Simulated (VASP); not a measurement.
Runs of VASP 6.6.1 on SiC. The structure is that of space group I-4m2 (No. 119), or close to it. The cells are those of the table. 

| cell | gap on the mesh (eV) | pressure (GPa) |
| --- | --- | --- |
| a = 3.077, b = 3.077, c = 3.139 Å, angles 59.3, 59.3, 61.3°, 2 atoms | 0.96 | -0.2 |
| a = 3.379, b = 3.379, c = 2.759 Å, angles 65.9, 65.9, 48.2°, 2 atoms | none | -2.6 |
| a = 3.219, b = 3.219, c = 2.914 Å, angles 63.1, 63.1, 53.8°, 2 atoms | 0.31 | -1.6 |
| a = 3.034, b = 3.034, c = 3.269 Å, angles 57.4, 57.4, 65.2°, 2 atoms | none | (b) |
| a = 3.015, b = 3.015, c = 3.575 Å, angles 53.6, 53.6, 72.7°, 2 atoms | none | -12.1 |
| a = 3.017, b = 3.017, c = 3.364 Å, angles 56.1, 56.1, 67.8°, 2 atoms | none | (c) |
| a = 3.010, b = 3.010, c = 3.476 Å, angles 54.7, 54.7, 70.5°, 2 atoms | none | (a) |
| a = 3.291, b = 3.291, c = 2.838 Å, angles 64.5, 64.5, 51.1°, 2 atoms | none | -2.6 |

Alike in all rows: task single point; level PBE; potentials or basis VASP PAW PBE potentials, release 64 (Si, C); no spin polarisation; k mesh 12 × 12 × 12; cutoff (eV) 520; smearing gaussian 0.05 eV.

Task: Estimate the missing entries.

Result: (a) -8.7; (b) -2.1; (c) -4.8.

A k mesh can miss the band edges.

A gap of «none» marks levels without a gap at the run's occupations.
